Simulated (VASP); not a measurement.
Here is a VASP 6.6.1 calculation.

File INCAR:

```
PREC = Accurate
ENCUT = 520
EDIFF = 1E-7
ISMEAR = -1
SIGMA = 0.05
LREAL = F
LASPH = T
NELM = 60
ALGO = Normal
ISIF = 2
LWAVE = F
LCHARG = F
GGA = PS
NBANDS = 15
```

KPOINTS

```
regular mesh
0
Gamma
  11 11 8
```

POSCAR

```
HfB2
1.0
    3.0539289143      0.0000000000      0.0000000000
   -1.5269644572      2.6447802469      0.0000000000
    0.0000000000      0.0000000000      3.3846091152
Hf B
1 2
Direct
    0.0000000000      0.0000000000      0.0000000000
    0.3333333333      0.6666666667      0.5000000000
    0.6666666667      0.3333333333      0.5000000000
```

Potentials or basis: VASP PAW PBE potentials, release 64 (Hf_pv, B).

Run with:

```bash
$ cat potpaw_PBE.64/Hf_pv/POTCAR potpaw_PBE.64/B/POTCAR > POTCAR
$ mpirun -np 1 vasp_std > vasp.out
```

Predict the pressure.

19.9 GPa.

Predict the band gap on the k mesh.

zero (band 8 reaches 8.83 eV, above the bottom of band 9 at 7.64 eV).

Stress tensor (GPa, compression positive):
```
21.15  0.00  0.00
 0.00 21.15  0.00
 0.00  0.00 17.44
```

Caveat: the PAW data sets were made with another functional, which shifts forces and pressure a little; spin-orbit coupling is left out, which moves the levels of the heavy elements.
